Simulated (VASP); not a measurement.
# CuO (Cc) in VASP: single point with PBE+U

Aim: the single point of CuO with PBE+U.

Everything below comes from runs of VASP 6.6.1. Logs are shortened: lines on timing, memory, paths and dates and some standing lists are left out, and cuts for length are marked.

### 1 The cell of the first run

The structure is monoclinic, space group Cc (No. 9). The conventional cell has a = 4.689 Å, b = 3.427 Å, c = 5.132 Å, α = 90.00°, β = 99.65°, γ = 90.00°. Cu (site symmetry 1) has 4 O at 1.91 to 2.02 Å within 2.5 Å. Within 2.5 Å of O (site symmetry 1) lie 4 Cu at 1.91 to 2.02 Å.

### 2 Single point, PBE+U, collinear spin

INCAR reads:

```
PREC = Accurate
ENCUT = 600
EDIFF = 1E-6
ISMEAR = 0
SIGMA = 0.1
LREAL = F
LASPH = T
NELM = 200
ALGO = Normal
ISIF = 2
LWAVE = F
LCHARG = F
ISPIN = 2
MAGMOM = 1 1 0 0
LORBIT = 11
LMAXMIX = 4
LDAU = T
LDAUTYPE = 2
LDAUL = 2 -1
LDAUU = 4 0
LDAUJ = 0 0
LDAUPRINT = 1
GGA = PE
NBANDS = 29
GGA_COMPAT = F
```

KPOINTS reads:

```
regular mesh
0
Gamma
  6 6 4
```

POSCAR reads:

```
CuO
1.0
    2.3446500000     -1.7134000000      0.0000000000
    2.3446500000      1.7134000000      0.0000000000
   -0.8605500000      0.0000000000      5.0594400000
Cu O
2 2
Direct
    0.0032000000      0.4968000000      0.0000000000
    0.4968000000      0.0032000000      0.5000000000
    0.5714000000      0.4056000000      0.2537000000
    0.4056000000      0.5714000000      0.7537000000
```

Potentials or basis: VASP PAW PBE potentials, release 64 (Cu, O).

Command:

```
cat potpaw_PBE.64/Cu/POTCAR potpaw_PBE.64/O/POTCAR > POTCAR
mpirun -np 1 vasp_std > vasp.out
```

OUTCAR:

```text
PREC = Accurate
   ENCUT = 600
   EDIFF = 1E-6
   ISMEAR = 0
   LREAL = F
   LASPH = T
   NELM = 200
   ISIF = 2
   ISPIN = 2
   LORBIT = 11
   GGA = PE

 ion  position               nearest neighbor table
   1  0.003  0.497  0.000-   4 1.91   3 1.93   4 1.98   3 2.02
   2  0.497  0.003  0.500-   3 1.91   4 1.93   3 1.98   4 2.02
   3  0.571  0.406  0.254-   2 1.91   1 1.93   2 1.98   1 2.02
   4  0.406  0.571  0.754-   1 1.91   2 1.93   1 1.98   2 2.02

  LATTYP: Found a base centered monoclinic cell.
 ALAT       =     4.6893000000
 B/A-ratio  =     0.7307700510
 C/A-ratio  =     1.0944283424
 COS(beta)  =    -0.1676798048

  Lattice vectors:

 A1 = (   2.3446500000,  -1.7134000000,   0.0000000000)
 A2 = (   2.3446500000,   1.7134000000,   0.0000000000)
 A3 = (  -0.8605500000,   0.0000000000,   5.0594400000)

Analysis of symmetry for initial positions (statically):
=====================================================================
 Subroutine PRICEL returns:
 Original cell was already a primitive cell.

 Routine SETGRP: Setting up the symmetry group for a
 base centered monoclinic supercell.

 Subroutine GETGRP returns: Found  2 space group operations
 (whereof  1 operations were pure point group operations)
 out of a pool of  4 trial point group operations.

The static configuration has the point symmetry C_1 .
 The point group associated with its full space group is C_1h.

Analysis of symmetry for dynamics (positions and initial velocities):
=====================================================================
 Subroutine PRICEL returns:
 Original cell was already a primitive cell.

 Routine SETGRP: Setting up the symmetry group for a
 base centered monoclinic supercell.

 Subroutine GETGRP returns: Found  2 space group operations
 (whereof  1 operations were pure point group operations)
 out of a pool of  4 trial point group operations.

The dynamic configuration has the point symmetry C_1 .
 The point group associated with its full space group is C_1h.

Analysis of structural, dynamic, and magnetic symmetry:
=====================================================================
 Subroutine PRICEL returns:
 Original cell was already a primitive cell.

 Routine SETGRP: Setting up the symmetry group for a
 base centered monoclinic supercell.

 Subroutine GETGRP returns: Found  2 space group operations
 (whereof  1 operations were pure point group operations)
 out of a pool of  4 trial point group operations.

The overall configuration has the point symmetry C_1 .
 The point group associated with its full space group is C_1h.

 Subroutine INISYM returns: Found  2 space group operations
 (whereof  1 operations are pure point group operations),
 and found     1 'primitive' translations

----------------------------------------------------------------------------------------

                                     Primitive cell

  volume of cell :      40.6508

  direct lattice vectors                    reciprocal lattice vectors
     2.344650000 -1.713400000  0.000000000     0.213251445 -0.291817439  0.036271510
[... 146 lines left out ...]
  0.9492 -0.0400  0.0104  0.0477 -0.0163
 -0.0400  0.7916  0.0035  0.2471 -0.0827
  0.0104  0.0035  0.9697 -0.0046  0.0000
  0.0477  0.2471 -0.0046  0.6167  0.1175
 -0.0163 -0.0827  0.0000  0.1175  0.9264

 occupancies and eigenvectors

  o =  0.3951  v =  0.0000  0.0000  0.0000  0.0000  0.0000 -0.1152 -0.5537  0.0117  0.7817 -0.2626      0.0000  0.0000  0.0000  0.0000  0.0000  0.0000  0.0000  0.0000  0.0000  0.0000
  o =  0.9501  v =  0.0000  0.0000  0.0000  0.0000  0.0000  0.8503  0.1790 -0.4289  0.2232 -0.1052      0.0000  0.0000  0.0000  0.0000  0.0000  0.0000  0.0000  0.0000  0.0000  0.0000
  o =  0.9594  v =  0.8628  0.1645 -0.4323  0.1943 -0.0627  0.0000  0.0000  0.0000  0.0000  0.0000      0.0000  0.0000  0.0000  0.0000  0.0000  0.0000  0.0000  0.0000  0.0000  0.0000
  o =  0.9658  v =  0.0000  0.0000  0.0000  0.0000  0.0000  0.0820  0.0508  0.1429  0.3547  0.9190      0.0000  0.0000  0.0000  0.0000  0.0000  0.0000  0.0000  0.0000  0.0000  0.0000
  o =  0.9671  v =  0.0000  0.0000  0.0000  0.0000  0.0000  0.1487 -0.7829 -0.3243 -0.4432  0.2515      0.0000  0.0000  0.0000  0.0000  0.0000  0.0000  0.0000  0.0000  0.0000  0.0000
  o =  0.9728  v = -0.0470  0.6288  0.3504  0.5788  0.3803  0.0000  0.0000  0.0000  0.0000  0.0000      0.0000  0.0000  0.0000  0.0000  0.0000  0.0000  0.0000  0.0000  0.0000  0.0000
  o =  0.9738  v = -0.1375  0.4689  0.0421  0.0262 -0.8711  0.0000  0.0000  0.0000  0.0000  0.0000      0.0000  0.0000  0.0000  0.0000  0.0000  0.0000  0.0000  0.0000  0.0000  0.0000
  o =  0.9756  v =  0.0000  0.0000  0.0000  0.0000  0.0000  0.4846 -0.2141  0.8308 -0.1298 -0.1105      0.0000  0.0000  0.0000  0.0000  0.0000  0.0000  0.0000  0.0000  0.0000  0.0000
  o =  0.9792  v =  0.4770 -0.1988  0.8298 -0.1512 -0.1468  0.0000  0.0000  0.0000  0.0000  0.0000      0.0000  0.0000  0.0000  0.0000  0.0000  0.0000  0.0000  0.0000  0.0000  0.0000
  o =  1.0269  v = -0.0833 -0.5640  0.0071  0.7770 -0.2668  0.0000  0.0000  0.0000  0.0000  0.0000      0.0000  0.0000  0.0000  0.0000  0.0000  0.0000  0.0000  0.0000  0.0000  0.0000

atom =   2  type =  1  l = 2

 onsite density matrix

spin component  1

  0.9647 -0.0000 -0.0075  0.0062 -0.0016
 -0.0000  0.9901  0.0003  0.0239 -0.0081
 -0.0075  0.0003  0.9747  0.0006 -0.0013
  0.0062  0.0239  0.0006  1.0051 -0.0109
 -0.0016 -0.0081 -0.0013 -0.0109  0.9775

spin component  2

  0.9492 -0.0400 -0.0104 -0.0477  0.0163
 -0.0400  0.7916 -0.0035 -0.2471  0.0827
 -0.0104 -0.0035  0.9697 -0.0046  0.0000
 -0.0477 -0.2471 -0.0046  0.6167  0.1175
  0.0163  0.0827  0.0000  0.1175  0.9264

 occupancies and eigenvectors

  o =  0.3951  v =  0.0000  0.0000  0.0000  0.0000  0.0000  0.1152  0.5537  0.0117  0.7817 -0.2626      0.0000  0.0000  0.0000  0.0000  0.0000  0.0000  0.0000  0.0000  0.0000  0.0000
  o =  0.9501  v =  0.0000  0.0000  0.0000  0.0000  0.0000 -0.8503 -0.1790 -0.4289  0.2232 -0.1052      0.0000  0.0000  0.0000  0.0000  0.0000  0.0000  0.0000  0.0000  0.0000  0.0000
  o =  0.9594  v =  0.8628  0.1645  0.4323 -0.1943  0.0627  0.0000  0.0000  0.0000  0.0000  0.0000      0.0000  0.0000  0.0000  0.0000  0.0000  0.0000  0.0000  0.0000  0.0000  0.0000
  o =  0.9658  v =  0.0000  0.0000  0.0000  0.0000  0.0000 -0.0820 -0.0508  0.1429  0.3547  0.9190      0.0000  0.0000  0.0000  0.0000  0.0000  0.0000  0.0000  0.0000  0.0000  0.0000
  o =  0.9671  v =  0.0000  0.0000  0.0000  0.0000  0.0000 -0.1487  0.7829 -0.3243 -0.4432  0.2515      0.0000  0.0000  0.0000  0.0000  0.0000  0.0000  0.0000  0.0000  0.0000  0.0000
  o =  0.9728  v =  0.0470 -0.6288  0.3504  0.5788  0.3803  0.0000  0.0000  0.0000  0.0000  0.0000      0.0000  0.0000  0.0000  0.0000  0.0000  0.0000  0.0000  0.0000  0.0000  0.0000
  o =  0.9738  v = -0.1375  0.4689 -0.0421 -0.0262  0.8711  0.0000  0.0000  0.0000  0.0000  0.0000      0.0000  0.0000  0.0000  0.0000  0.0000  0.0000  0.0000  0.0000  0.0000  0.0000
  o =  0.9756  v =  0.0000  0.0000  0.0000  0.0000  0.0000 -0.4846  0.2141  0.8308 -0.1298 -0.1105      0.0000  0.0000  0.0000  0.0000  0.0000  0.0000  0.0000  0.0000  0.0000  0.0000
  o =  0.9792  v = -0.4770  0.1988  0.8298 -0.1512 -0.1468  0.0000  0.0000  0.0000  0.0000  0.0000      0.0000  0.0000  0.0000  0.0000  0.0000  0.0000  0.0000  0.0000  0.0000  0.0000
  o =  1.0269  v =  0.0833  0.5640  0.0071  0.7770 -0.2668  0.0000  0.0000  0.0000  0.0000  0.0000      0.0000  0.0000  0.0000  0.0000  0.0000  0.0000  0.0000  0.0000  0.0000  0.0000

 number of electron      33.9999993 magnetization       1.9911340

 Free energy of the ion-electron system (eV)
  ---------------------------------------------------
  ext. energy  EPLUGINS =         0.00000000
  ---------------------------------------------------
  free energy    TOTEN  =       -17.07742698 eV

  energy without entropy =      -17.07655908  energy(sigma->0) =      -17.07699303

 E-fermi :   5.4146     XC(G=0): -11.8482

 val. band max:        5.2942976898   @ k =   0.0000   0.0000   0.0000
 cond. band min:       5.4294211634   @ k =   0.5000   0.5000   0.0000
 fundamental gap:      0.1351234736
 Fermi energy:         5.4145955572

 spin component 1

 k-point     1 :       0.0000    0.0000    0.0000
  band No.  band energies     occupation
      1     -14.2169      1.00000
      2     -12.8761      1.00000
      3      -2.8462      1.00000
      4      -1.7182      1.00000
      5      -1.3536      1.00000
      6       0.3285      1.00000
[... 1529 lines left out ...]
     28      27.5154      0.00000
     29      27.9408      0.00000

 [... further k-points ...]

------------------------ aborting loop because EDIFF is reached ----------------------------------------

  FORCE on cell =-STRESS in cart. coord.  units (eV):
  Direction    XX          YY          ZZ          XY          YZ          ZX
  --------------------------------------------------------------------------------------
  -------------------------------------------------------------------------------------
  Total        1.0299705      1.2452636      1.2991314      0.0000000      0.0000000     -0.0589061
  in kB       40.5943999     49.0797845     51.2028860      0.0000000      0.0000000     -2.3216773
  external PRESSURE =      46.9590235 kB  Pullay stress =       0.0000000 kB

 VOLUME and BASIS-vectors are now :
 -----------------------------------------------------------------------------
  energy-cutoff  :      600.00
  volume of cell :       40.65
      direct lattice vectors                 reciprocal lattice vectors
     2.344650000 -1.713400000  0.000000000     0.213251445 -0.291817439  0.036271510
     2.344650000  1.713400000  0.000000000     0.213251445  0.291817439  0.036271510
    -0.860550000  0.000000000  5.059440000     0.000000000  0.000000000  0.197650333

 POSITION                                       TOTAL-FORCE (eV/Angst)
 -----------------------------------------------------------------------------------
      1.17233      0.84573      0.00000        -0.691128      0.300550      0.291412
      0.74205     -0.84573      2.52972        -0.691128     -0.300550      0.291412
      2.07240     -0.28408      1.28358         0.691128      0.101873     -0.291412
      1.64213      0.28408      3.81330         0.691128     -0.101873     -0.291412
 -----------------------------------------------------------------------------------
    total drift:                               -0.000317      0.000000      0.000520

  FREE ENERGIE OF THE ION-ELECTRON SYSTEM (eV)
  ---------------------------------------------------
  free  energy   TOTEN  =       -17.0774269796 eV

  energy  without entropy=      -17.0765590759  energy(sigma->0) =      -17.07699303

 total charge

# of ion       s       p       d       tot
------------------------------------------
    1        0.377   0.390   9.145   9.912
    2        0.377   0.390   9.145   9.912
    3        1.554   3.441   0.000   4.995
    4        1.554   3.441   0.000   4.995
--------------------------------------------------
tot          3.863   7.662  18.290  29.815

 magnetization (x)

# of ion       s       p       d       tot
------------------------------------------
    1       -0.003   0.004   0.659   0.659
    2       -0.003   0.004   0.659   0.659
    3        0.019   0.277   0.000   0.296
    4        0.019   0.277   0.000   0.296
--------------------------------------------------
tot          0.032   0.562   1.317   1.912
```

Run time: 2.2 min. Hardware: 1 thread of Oxide Virtual Turin-like, shared host; peak memory 0.21 GiB.

What came out:

* Free energy: -17.0774 eV
* Pressure: 4.7 GPa
* Largest force: 0.808 eV/Å
* Band gap on the k mesh: 0.05 eV (least direct gap 0.08 eV)
* Net moment: 1.99 μB per cell
* Site moments: Cu +0.66; O +0.30 μB
* Valence electrons inside the program's atomic spheres: Cu 9.91; O 5.00

Forces on the atoms (eV/Å):
```
Cu  -0.691  0.301  0.291
Cu  -0.691 -0.301  0.291
O    0.691  0.102 -0.291
O    0.691 -0.102 -0.291
```

Eigenvalues of the final occupation matrices:
```tsv
site	spin	trace	eigenvalues
site 1 d	1	4.91	0.96 0.97 0.97 0.98 1.03
site 1 d	2	4.25	0.40 0.95 0.97 0.97 0.98
site 2 d	1	4.91	0.96 0.97 0.97 0.98 1.03
site 2 d	2	4.25	0.40 0.95 0.97 0.97 0.98
```

Caveat: the cell stands under pressure; the smearing spreads over this small gap; semilocal functionals underestimate gaps, and a narrow one can read as zero.

The gap in the log of VASP goes by the Fermi energy; the results here count the filled bands.